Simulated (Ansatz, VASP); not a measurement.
## CoSi2 in VASP and in Ansatz

File INCAR:

```
SYSTEM = CoSi2
PREC     = Accurate       ! precision mode
ENCUT    = 520            ! plane-wave cutoff, eV
EDIFF    = 1E-6           ! SCF threshold, eV
ISMEAR   = 0              ! smearing method
SIGMA    = 0.1            ! smearing width, eV
LREAL    = .False.        ! projectors in reciprocal space
LASPH    = .True.         ! aspherical terms in the spheres
NELM     = 100            ! most SCF steps
ALGO     = Normal         ! electronic algorithm
ISIF     = 2              ! what is computed and relaxed
LWAVE    = .False.        ! write WAVECAR
LCHARG   = .False.        ! write CHGCAR
GGA      = PS             ! functional
NBANDS   = 16             ! bands
```

Contents of KPOINTS:

```
regular mesh
0
Gamma
  14 14 14
  0 0 0
```

File POSCAR:

```
CoSi2
1.0
    0.0000000000      2.5740334535      2.5740334535
    2.5740334535      0.0000000000      2.5740334535
    2.5740334535      2.5740334535      0.0000000000
Co Si
1 2
Direct
    0.0000000000      0.0000000000      0.0000000000
    0.2500000000      0.2500000000      0.2500000000
    0.7500000000      0.7500000000      0.7500000000
```

Input for Ansatz:

```yaml
crystal:
  lattice:
    - [0.0, 2.5740334535, 2.5740334535]
    - [2.5740334535, 0.0, 2.5740334535]
    - [2.5740334535, 2.5740334535, 0.0]
  atoms:
    - { symbol: Co, position: [0.0, 0.0, 0.0] }
    - { symbol: Si, position: [0.25, 0.25, 0.25] }
    - { symbol: Si, position: [0.75, 0.75, 0.75] }
basis:
  ecutwfc: 420
kpoints:
  mp_grid: { grid: [14, 14, 14] }
hamiltonian:
  xc: pbesol
scf:
  occupations: { method: gaussian, width: 0.1 }
output:
  forces: true
  stress: true
  eigenvalues: true
```

Alike in both runs: task single point; functional PBEsol; k mesh 14 × 14 × 14; occupations gaussian, width 0.1 eV; no spin polarisation.

|  | VASP | Ansatz |
| --- | --- | --- |
| version | VASP 6.6.1 | Ansatz 0.2.0 |
| potentials or method | VASP PAW PBE potentials, release 64 (Co, Si), cutoff 520 eV | scalar-relativistic, plane waves, PAW |
| valence electrons in the cell | 17 | 25 |

Ansatz gave:

- gap on the k mesh at the Fermi level (eV): none
- pressure (GPa): 22.6

Question: Estimate VASP's values.

Answer: gap on the k mesh at the Fermi level (eV): none; pressure (GPa): 22.8.

VASP's potentials were made for PBE, not for PBEsol. A gap of «none» marks a metal or a gap that the smearing closes. With one functional, cell and mesh, what is left measures potentials, basis and numerics. VASP's potentials hold 17 valence electrons a cell and Ansatz's 25, so a difference there can come from the potentials and not from the codes.
